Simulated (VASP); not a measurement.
A run of VASP 6.6.1 is set up as follows.

Contents of INCAR:

```
PREC = Accurate
ENCUT = 520
EDIFF = 1E-6
ISMEAR = -1
SIGMA = 0.1
LREAL = False
LASPH = True
NELM = 80
ALGO = Normal
ISIF = 2
LWAVE = False
LCHARG = True
GGA = PE
LELF = True
LVHAR = True
NBANDS = 17
```

Contents of KPOINTS:

```
regular mesh
0
Gamma
  17 17 16
```

File POSCAR:

```
Ni
1.0
   -3.0602152727      3.0605797371      1.2639438609
    3.0605797371     -3.0602152727      1.2639438609
    1.5933357371      1.5933357371     -1.2632763436
Ni
2
Direct
    0.0000238181      0.9999761819      0.0000000000
    0.7499761819      0.2500238181      0.5000000000
```

Potentials or basis: VASP PAW PBE potentials, release 64 (Ni).

Run with:

```console
$ cat potpaw_PBE.64/Ni/POTCAR > POTCAR
$ mpirun -np 1 vasp_std > vasp.out
```

Q: Estimate the pressure.

A: -16.4 GPa.

Q: Predict the band gap on the k mesh.

A: Zero (bands 10 and 11 overlap by 0.61 eV).

Stress tensor (GPa, compression positive):
```
-16.59  -0.16  -0.02
 -0.16 -16.59  -0.02
 -0.02  -0.02 -15.91
```

Caveat: the cell stands under tension; the run has no spin polarisation, though such a crystal can be magnetic. Spin polarisation is off, so any magnetic state and its effect on volume and gap are missing.
